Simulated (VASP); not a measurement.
A run of VASP 6.6.1 is set up as follows.

Contents of INCAR:

```
PREC = Accurate
ENCUT = 400
EDIFF = 1E-6
ISMEAR = 0
SIGMA = 0.03
LREAL = False
LASPH = True
NELM = 120
ALGO = Normal
ISIF = 2
LWAVE = False
LCHARG = True
LDIPOL = True
IDIPOL = 3
DIPOL = 0.5 0.5 0.285
GGA = PE
IVDW = 12
LELF = True
LVHAR = True
LVACPOTAV = True
NBANDS = 19
GGA_COMPAT = False
NELMDL = -8
```

File KPOINTS:

```
Automatic mesh
0
Gamma
  12 12 1
```

Contents of POSCAR:

```
ZrSe2
1.0
    3.7545335222      0.0000000000      0.0000000000
   -1.8772667611      3.2515214096      0.0000000000
    0.0000000000      0.0000000000     30.1200000017
Se Zr
2 1
Direct
    0.3333333333      0.6666666667      0.2319434131
    0.6666666667      0.3333333333      0.3377777024
    0.0000000000      0.0000000000      0.2848605578
```

Potentials or basis: VASP PAW PBE potentials, release 64 (Se, Zr_sv).

Command:

```console
$ cat potpaw_PBE.64/Se/POTCAR potpaw_PBE.64/Zr_sv/POTCAR > POTCAR
$ mpirun -np 1 vasp_std > vasp.out
```

Q: Estimate the largest force.

A: 0.019 eV/Å.

Q: Estimate the dispersion energy per atom.

A: -0.273 eV.

Forces on the atoms (eV/Å):
```
Se   0.000  0.000 -0.019
Se   0.000  0.000  0.019
Zr   0.000  0.000  0.000
```
